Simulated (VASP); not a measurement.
Runs of VASP 6.6.1 on Sn. The structure is that of space group P6_3/mmc (No. 194), or close to it. The cells are those of the table. 

```tsv
cell	gap on the mesh (eV)	pressure (GPa)	largest force (eV/Å)
a = 4.612, b = 4.612, c = 7.633 Å, angles 90.0, 90.0, 120.0°, 4 atoms	0.02	(a)	0.02
a = 4.635, b = 4.635, c = 7.614 Å, angles 90.0, 90.0, 120.0°, 4 atoms	none	1.5	(b)
a = 4.658, b = 4.658, c = 7.595 Å, angles 90.0, 90.0, 120.0°, 4 atoms	none	1.2	0.04
a = 4.681, b = 4.681, c = 7.690 Å, angles 90.0, 90.0, 120.0°, 4 atoms	none	0.3	0.04
```

Alike in all rows: task single point; level PBE; potentials or basis VASP PAW PBE potentials, release 64 (Sn_d); no spin polarisation; k mesh 6 × 6 × 4; cutoff (eV) 520; smearing fermi-dirac 0.02 eV.

Q: Estimate the missing entries.

A: (a) 1.8; (b) 0.05.

Caveats: spin-orbit coupling is left out, which moves the levels of the heavy elements.

A k mesh can miss the band edges, and the runs leave out spin-orbit coupling on Sn.

A gap of «none» marks levels without a gap at the run's occupations.
